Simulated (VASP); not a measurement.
GaN, 2 atoms in the cell. It takes space group F-43m (No. 216, cubic). The conventional cell has a = 4.498 Å, b = 4.498 Å, c = 4.498 Å, α = 90.00°, β = 90.00°, γ = 90.00°. Within 2.6 Å of Ga (site symmetry -43m) lie 4 N at 1.95 Å. Within 2.6 Å of N (site symmetry -43m) lie 4 Ga at 1.95 Å. 

```yaml
Program: VASP 6.6.1
Task: single point
Functional: PBEsol
Potentials_or_basis: VASP PAW PBE potentials, release 64 (Ga_d, N)
Cutoff: 520 eV
k_mesh: 10 × 10 × 10
Occupations: gaussian, width 0.02 eV
Spin: no spin polarisation
Dipole_correction: no
Further_INCAR_settings: ALGO = Normal; EDIFF = 1e-07; NBANDS = 16
```

Potentials or basis: VASP PAW PBE potentials, release 64 (Ga_d, N).

The run is started by

```console
$ cat potpaw_PBE.64/Ga_d/POTCAR potpaw_PBE.64/N/POTCAR > POTCAR
$ mpirun -np 1 vasp_std > vasp.out
```

Hardware: 1 thread of Intel(R) Xeon(R) 6975P-C (Granite Rapids), on a shared host.

**Question.** How long does it take, and how much memory?

**Answer.** It took 6.8 s on 1 thread of Intel(R) Xeon(R) 6975P-C (Granite Rapids), with other jobs on the host, peak memory 0.14 GiB. Counts: scf iterations 13, k points 47.
